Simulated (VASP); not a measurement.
Here is a VASP 6.6.1 calculation.

The input INCAR:

```
SYSTEM = InTe4W
PREC = Accurate ; ENCUT = 600
EDIFF = 1E-6 ; ISMEAR = 0
SIGMA = 0.1 ; LREAL = .False.
LASPH = .True. ; NELM = 100
ALGO = Normal ; ISIF = 3
LWAVE = .False. ; LCHARG = .False.
GGA = PE ; IBRION = 2
NSW = 90 ; EDIFFG = -0.04
```

The input KPOINTS:

```
regular mesh
0
Gamma
  4 4 4
  0 0 0
```

Contents of POSCAR:

```
InTe4W
1.0
    4.7202080000      0.0000000000      0.0000000000
    0.0000000000      4.7202080000      0.0000000000
    0.0000000000      0.0000000000      6.7928710200
In Te W
1 4 1
Direct
    0.0000000000      0.0000000000      0.0000000000
    0.5000000000      0.0000000000      0.7327468400
    0.0000000000      0.5000000000      0.2672531600
    0.5000000000      0.0000000000      0.2672531600
    0.0000000000      0.5000000000      0.7327468400
    0.5000000000      0.5000000000      0.5000000000
```

Potentials or basis: VASP PAW PBE potentials, release 64 (In_d, Te, W_sv).

The run is started by

```bash
$ cat potpaw_PBE.64/In_d/POTCAR potpaw_PBE.64/Te/POTCAR potpaw_PBE.64/W_sv/POTCAR > POTCAR
$ mpirun -np 1 vasp_std > vasp.out
```

Task: What does it give for the space group after relaxing (to 0.05 Å)?

Result: P4/mmm (No. 123).

Task: Estimate the relaxed volume.

Result: 28.88 Å³/atom.

Task: Estimate the relaxed cell.

Result: a = 4.841 Å, b = 4.841 Å, c = 7.394 Å, α = 90.00°, β = 90.00°, γ = 90.00°.

Forces in eV/Å, atoms in the order of the input:
```
In   0.000  0.000  0.000
Te   0.000  0.000  0.014
Te   0.000  0.000 -0.014
Te   0.000  0.000 -0.014
Te   0.000  0.000  0.014
W    0.000  0.000  0.000
```
